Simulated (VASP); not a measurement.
# Y (Im-3m) in VASP: further runs

Runs on Y. Level: PBE. Tasks: single point, relaxation of cell and atoms.

All numbers are computed with VASP 6.6.1; they aren't measurements. Logs are shortened: lines on timing, memory, paths and dates and some standing lists are left out, and cuts for length are marked.

**1. The cell of the first run**

Symmetry: Im-3m, No. 229, cubic system. Conventional cell: a = 4.035 Å, b = 4.035 Å, c = 4.035 Å, α = 90.00°, β = 90.00°, γ = 90.00°. Y (site symmetry m-3m) has 14 Y at 3.49 to 4.04 Å within 4.6 Å.

This isn't the form of Y at room conditions, which is hcp.

**2. Single point, PBE**

Contents of INCAR:

```
SYSTEM = Y
ALGO = Normal
EDIFF = 1E-6
ENCUT = 520
GGA = PE
ISIF = 2
ISMEAR = -1
LASPH = .True.
LCHARG = .False.
LREAL = .False.
LWAVE = .False.
NBANDS = 12
NELM = 60
PREC = Accurate
SIGMA = 0.05
```

Contents of KPOINTS:

```
k-points
0
Gamma
  14 14 14
  0 0 0
```

Contents of POSCAR:

```
Y
1.0
   -2.0175736111      2.0175736111      2.0175736111
    2.0175736111     -2.0175736111      2.0175736111
    2.0175736111      2.0175736111     -2.0175736111
Y
1
Direct
    0.0000000000      0.0000000000      0.0000000000
```

Potentials or basis: VASP PAW PBE potentials, release 64 (Y_sv).

Started as:

```bash
cat potpaw_PBE.64/Y_sv/POTCAR > POTCAR
mpirun -np 1 vasp_std > vasp.out
```

OUTCAR:

```text
SYSTEM = Y
   EDIFF = 1E-6
   ENCUT = 520
   GGA = PE
   ISIF = 2
   ISMEAR = -1
   LASPH = .True.
   LREAL = .False.
   NELM = 60
   PREC = Accurate

 ion  position               nearest neighbor table
   1  0.000  0.000  0.000-

  LATTYP: Found a body centered cubic cell.
 ALAT       =     4.0351472222

  Lattice vectors:

 A1 = (  -2.0175736111,   2.0175736111,   2.0175736111)
 A2 = (   2.0175736111,  -2.0175736111,   2.0175736111)
 A3 = (   2.0175736111,   2.0175736111,  -2.0175736111)

Analysis of symmetry for initial positions (statically):
=====================================================================
 Subroutine PRICEL returns:
 Original cell was already a primitive cell.

 Routine SETGRP: Setting up the symmetry group for a
 body centered cubic supercell.

 Subroutine GETGRP returns: Found 48 space group operations
 (whereof 48 operations were pure point group operations)
 out of a pool of 48 trial point group operations.

The static configuration has the point symmetry O_h .

Analysis of symmetry for dynamics (positions and initial velocities):
=====================================================================
 Subroutine PRICEL returns:
 Original cell was already a primitive cell.

 Routine SETGRP: Setting up the symmetry group for a
 body centered cubic supercell.

 Subroutine GETGRP returns: Found 48 space group operations
 (whereof 48 operations were pure point group operations)
 out of a pool of 48 trial point group operations.

The dynamic configuration has the point symmetry O_h .

 Subroutine INISYM returns: Found 48 space group operations
 (whereof 48 operations are pure point group operations),
 and found     1 'primitive' translations

----------------------------------------------------------------------------------------

                                     Primitive cell

  volume of cell :      32.8510

  direct lattice vectors                    reciprocal lattice vectors
    -2.017573611  2.017573611  2.017573611     0.000000000  0.247822432  0.247822432
     2.017573611 -2.017573611  2.017573611     0.247822432  0.000000000  0.247822432
     2.017573611  2.017573611 -2.017573611     0.247822432  0.247822432  0.000000000

  length of vectors
     3.494540002  3.494540002  3.494540002     0.350473845  0.350473845  0.350473845

[... 83 lines left out ...]
   NFREE  =      0    steps in history (QN), initial steepest desc. (CG)
   ISIF   =      2    stress and relaxation
   ISYM   =      2    0-nonsym 1-usesym 2-fastsym
   POTIM  = 0.5000    time-step for ionic-motion
   TEBEG  =    0.0;   TEEND  =   0.0 temperature during run
   PSTRESS=    0.0 pullay stress
   NELECT =      11.0000    total number of electrons
   NUPDOWN=      -1.0000    fix difference up-down
   EMIN   =  10.00;   EMAX   =-10.00  energy-range for DOS
   EFERMI =   0.00;   METHOD = LEGACY
   ISMEAR =    -1;   SIGMA  =   0.05  broadening in eV -4-tet -1-fermi 0-gaus
   EFERMI_NEDOS =   21; number of points for ismear=-14 and -15
   IALGO  =     38    algorithm
   IMIX   =      4    mixing-type and parameters
     AMIX     =   0.40;   BMIX     =  1.00
     AMIX_MAG =   1.60;   BMIX_MAG =  1.00
  volume/ion in A,a.u.               =      32.85       221.69
  Fermi-wavevector in a.u.,A,eV,Ry     =   1.136815  2.148268 17.583457  1.292348
  Thomas-Fermi vector in A             =   2.273520
   LORBIT       =      0    0 simple, 1 ext, 2 COOP (PROOUT), +10 PAW based schemes
   GGA     = PE    functional components
   LHFCALC =     F    Hartree Fock is set to
   AEXX    =    0.0000 exact exchange contribution
   IVDW    =     0    specifies the selected vdW correction
   LEPSILON=     F    determine dielectric tensor
   LRPA    =     F    only Hartree local field effects (RPA)
 non-spin polarized calculation
  energy-cutoff  :      520.00
  volume of cell :       32.85
 maximum number of plane-waves:       935
 NGX is ok and might be reduce to    28
   NGX = 13   NGY = 13   NGZ = 13

 number of electron      11.0000001 magnetization

 Free energy of the ion-electron system (eV)
  ---------------------------------------------------
  ext. energy  EPLUGINS =         0.00000000
  ---------------------------------------------------
  free energy    TOTEN  =        -6.31947721 eV

  energy without entropy =       -6.29852753  energy(sigma->0) =       -6.30900237

 E-fermi :   3.1399     XC(G=0):  -9.4292

 val. band max:        3.1347699264   @ k =   0.2857   0.2857   0.0714
 cond. band min:       3.1450456445   @ k =   0.2143   0.1429   0.1429
 fundamental gap:      0.0102757181
 Fermi energy:         3.1399326589

 k-point     1 :       0.0000    0.0000    0.0000
  band No.  band energies     occupation
      1     -39.7262      2.00000
      2     -19.4224      2.00000
      3     -19.4224      2.00000
      4     -19.4224      2.00000
      5      -1.6770      2.00000
      6       4.7985      0.00000
      7       4.7985      0.00000
      8       4.7985      0.00000
      9       6.7108      0.00000
     10       6.7108      0.00000
     11      13.3886      0.00000
     12      13.3886      0.00000
[... 331 lines left out ...]
 k-point    24 :       0.3571    0.2857    0.0000
  band No.  band energies     occupation
      1     -39.6513      2.00000
      2     -19.8399      2.00000
      3     -19.7558      2.00000
      4     -19.4899      2.00000
      5       2.3883      2.00000
      6       3.0136      1.85197
      7       3.0846      1.50303
      8       6.8212      0.00000
      9       7.1484      0.00000
     10       9.3798      0.00000
     11      10.5425      0.00000
     12      11.5546      0.00000

 [... further k-points ...]

------------------------ aborting loop because EDIFF is reached ----------------------------------------

  FORCE on cell =-STRESS in cart. coord.  units (eV):
  Direction    XX          YY          ZZ          XY          YZ          ZX
  --------------------------------------------------------------------------------------
  -------------------------------------------------------------------------------------
  Total        0.0131666      0.0131666      0.0131666      0.0000000     -0.0000000      0.0000000
  in kB        0.6421505      0.6421505      0.6421505      0.0000000     -0.0000000      0.0000000
  external PRESSURE =       0.6421505 kB  Pullay stress =       0.0000000 kB

 VOLUME and BASIS-vectors are now :
 -----------------------------------------------------------------------------
  energy-cutoff  :      520.00
  volume of cell :       32.85
      direct lattice vectors                 reciprocal lattice vectors
    -2.017573611  2.017573611  2.017573611     0.000000000  0.247822432  0.247822432
     2.017573611 -2.017573611  2.017573611     0.247822432  0.000000000  0.247822432
     2.017573611  2.017573611 -2.017573611     0.247822432  0.247822432  0.000000000

 POSITION                                       TOTAL-FORCE (eV/Angst)
 -----------------------------------------------------------------------------------
      0.00000      0.00000      0.00000         0.000000      0.000000      0.000000
 -----------------------------------------------------------------------------------
    total drift:                               -0.000000     -0.000000     -0.000000

  FREE ENERGIE OF THE ION-ELECTRON SYSTEM (eV)
  ---------------------------------------------------
  free  energy   TOTEN  =        -6.3194772058 eV

  energy  without entropy=       -6.2985275278  energy(sigma->0) =       -6.30900237
```

It took 63 s on 1 thread of Intel Xeon 8259CL, shared host; peak memory 0.2 GiB.

What came out:

```yaml
Free_energy: -6.3195 eV
Pressure: 0.1 GPa
Band_gap_on_the_k_mesh: zero (an odd number of electrons rules out a gap without spin polarisation)
```

Levels at points of the mesh, in eV from the Fermi level:
```csv
k point,band 2,band 3,band 4,band 5,band 6,band 7,band 8,band 9
"(0.00, 0.00, 0.00)",-22.56,-22.56,-22.56,-4.82,1.66,1.66,1.66,3.57
"(0.50, 0.00, 0.00)",-23.11,-22.74,-22.57,-2.00,0.17,0.74,3.50,4.15
"(0.50, 0.50, 0.50)",-22.94,-22.94,-22.94,-1.46,-1.46,5.27,5.27,5.27
```

**3. Relaxation of cell and atoms, PBE**

This run uses another cell than the first one, of 32.98 Å³/atom.

Contents of INCAR:

```
SYSTEM = Y
PREC     = Accurate       ! precision mode
ENCUT    = 600            ! plane-wave cutoff, eV
EDIFF    = 1E-7           ! SCF threshold, eV
ISMEAR   = -1             ! smearing method
SIGMA    = 0.05           ! smearing width, eV
LREAL    = .False.        ! projectors in reciprocal space
LASPH    = .True.         ! aspherical terms in the spheres
NELM     = 80             ! most SCF steps
ALGO     = Normal         ! electronic algorithm
ISIF     = 3              ! what is computed and relaxed
LWAVE    = .False.        ! write WAVECAR
LCHARG   = .False.        ! write CHGCAR
GGA      = PE             ! functional
IBRION   = 2              ! ionic algorithm
NSW      = 45             ! ionic steps
EDIFFG   = -0.005         ! ionic threshold
```

Contents of KPOINTS:

```
Automatic mesh
0
Gamma
  14 14 14
  0 0 0
```

Contents of POSCAR:

```
Y
1.0
   -2.0203104619      2.0203104619      2.0203104619
    2.0203104619     -2.0203104619      2.0203104619
    2.0203104619      2.0203104619     -2.0203104619
Y
1
Direct
    0.0000000000      0.0000000000      0.0000000000
```

Potentials or basis: VASP PAW PBE potentials, release 64 (Y_sv).

Started as:

```bash
cat potpaw_PBE.64/Y_sv/POTCAR > POTCAR
mpirun -np 1 vasp_std > vasp.out
```

OUTCAR:

```text
SYSTEM = Y
   PREC = Accurate
   ENCUT = 600
   EDIFF = 1E-7
   ISMEAR = -1
   LREAL = .False.
   LASPH = .True.
   NELM = 80
   ISIF = 3
   GGA = PE
   IBRION = 2
   NSW = 45
   EDIFFG = -0.005

 ion  position               nearest neighbor table
   1  0.000  0.000  0.000-

  LATTYP: Found a body centered cubic cell.
 ALAT       =     4.0406209238

  Lattice vectors:

 A1 = (  -2.0203104619,   2.0203104619,   2.0203104619)
 A2 = (   2.0203104619,  -2.0203104619,   2.0203104619)
 A3 = (   2.0203104619,   2.0203104619,  -2.0203104619)

Analysis of symmetry for initial positions (statically):
=====================================================================
 Subroutine PRICEL returns:
 Original cell was already a primitive cell.

 Routine SETGRP: Setting up the symmetry group for a
 body centered cubic supercell.

 Subroutine GETGRP returns: Found 48 space group operations
 (whereof 48 operations were pure point group operations)
 out of a pool of 48 trial point group operations.
[... 202 lines left out ...]
  free energy    TOTEN  =        -6.31952877 eV

  energy without entropy =       -6.29855234  energy(sigma->0) =       -6.30904056

 E-fermi :   3.1341     XC(G=0):  -9.4249

 val. band max:        3.1281388694   @ k =   0.2857   0.2857   0.0714
 cond. band min:       3.1397425717   @ k =   0.2143   0.1429   0.1429
 fundamental gap:      0.0116037024
 Fermi energy:         3.1340784650

 k-point     1 :       0.0000    0.0000    0.0000
  band No.  band energies     occupation
      1     -39.7349      2.00000
      2     -19.4319      2.00000
      3     -19.4319      2.00000
      4     -19.4319      2.00000
      5      -1.6809      2.00000
      6       4.7914      0.00000
      7       4.7914      0.00000
      8       4.7914      0.00000
      9       6.7014      0.00000
[... 265 lines left out ...]
 k-point    24 :       0.3571    0.2857    0.0000
  band No.  band energies     occupation
      1     -39.6603      2.00000
      2     -19.8478      2.00000
      3     -19.7639      2.00000
      4     -19.4991      2.00000
      5       2.3831      2.00000
      6       3.0078      1.85170
      7       3.0779      1.50946
      8       6.8113      0.00000
      9       7.1379      0.00000

 [... further k-points ...]
[... 5 lines left out ...]
  --------------------------------------------------------------------------------------
  -------------------------------------------------------------------------------------
  Total        0.0031749      0.0031749      0.0031749      0.0000000      0.0000000      0.0000000
  in kB        0.1546643      0.1546643      0.1546643      0.0000000      0.0000000      0.0000000
  external PRESSURE =       0.1546643 kB  Pullay stress =       0.0000000 kB

 VOLUME and BASIS-vectors are now :
 -----------------------------------------------------------------------------
  energy-cutoff  :      600.00
  volume of cell :       32.89
      direct lattice vectors                 reciprocal lattice vectors
    -2.018347859  2.018347859  2.018347859     0.000000000  0.247727367  0.247727367
     2.018347859 -2.018347859  2.018347859     0.247727367  0.000000000  0.247727367
     2.018347859  2.018347859 -2.018347859     0.247727367  0.247727367  0.000000000

 POSITION                                       TOTAL-FORCE (eV/Angst)
 -----------------------------------------------------------------------------------
      0.00000      0.00000     -0.00000         0.000000     -0.000000      0.000000
 -----------------------------------------------------------------------------------
    total drift:                               -0.000000     -0.000000     -0.000000

  FREE ENERGIE OF THE ION-ELECTRON SYSTEM (eV)
  ---------------------------------------------------
  free  energy   TOTEN  =        -6.3195287700 eV

  energy  without entropy=       -6.2985523433  energy(sigma->0) =       -6.30904056

 reached required accuracy - stopping structural energy minimisation
```

It took 2.6 min on 1 thread of Intel Xeon 8259CL, shared host; peak memory 0.21 GiB.

Results:

```yaml
Free_energy: -6.3195 eV
Relaxed_volume: 32.89 Å³/atom
Relaxed_cell: a = 3.496 Å, b = 3.496 Å, c = 3.496 Å, α = 109.47°, β = 109.47°, γ = 109.47°
Space_group_after_relaxing_to_0.1_Å: Im-3m (No. 229)
Energy_gained_by_relaxing: 0.0 meV/atom
Ionic_steps: 2
Pressure_after_relaxing: 0.0 GPa
Band_gap_on_the_k_mesh: zero (an odd number of electrons rules out a gap without spin polarisation)
```

Final structure:
```xyz
1
Lattice="-2.0183 2.0183 2.0183 2.0183 -2.0183 2.0183 2.0183 2.0183 -2.0183" Properties=species:S:1:pos:R:3 pbc="T T T"
Y     0.0000    0.0000    0.0000
```
